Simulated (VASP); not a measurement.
Wanted: the native input for a VASP 6.6.1 run.

```
Task                   : single point
Functional             : SVWN5
Potentials or basis    : VASP PAW PBE potentials, release 64 (Li_sv, H)
Cutoff                 : 520 eV
k mesh                 : 11 × 11 × 11
Occupations            : gaussian, width 0.05 eV
Spin                   : no spin polarisation
Dipole correction      : no
Further INCAR settings : ALGO = Normal; EDIFF = 1e-07; NBANDS = 9
```

The structure of LiH lies in POSCAR:

```
LiH
1.0
    0.0000000000      2.0367500000      2.0367500000
    2.0367500000      0.0000000000      2.0367500000
    2.0367500000      2.0367500000      0.0000000000
Li H
1 1
Direct
    0.0000000000      0.0000000000      0.0000000000
    0.5000000000      0.5000000000      0.5000000000
```

One way to write it, as run:

INCAR

```
PREC = Accurate
ENCUT = 520
EDIFF = 1E-7
ISMEAR = 0
SIGMA = 0.05
LREAL = False
LASPH = True
NELM = 80
ALGO = Normal
ISIF = 2
LWAVE = False
LCHARG = False
GGA = VW
NBANDS = 9
```

KPOINTS

```
regular mesh
0
Gamma
  11 11 11
```

Potentials or basis: VASP PAW PBE potentials, release 64 (Li_sv, H).

Launch:

```sh
$ cat potpaw_PBE.64/Li_sv/POTCAR potpaw_PBE.64/H/POTCAR > POTCAR
$ mpirun -np 1 vasp_std > vasp.out
```

It gave:

* Band gap on the k mesh: 2.84 eV

Caveat: an odd mesh through Γ misses points on the zone boundary, where band edges can lie.

It took 3.6 s on 1 thread of Intel(R) Xeon(R) Platinum 8488C (Sapphire Rapids) (shared host), peak memory 0.12 GiB.
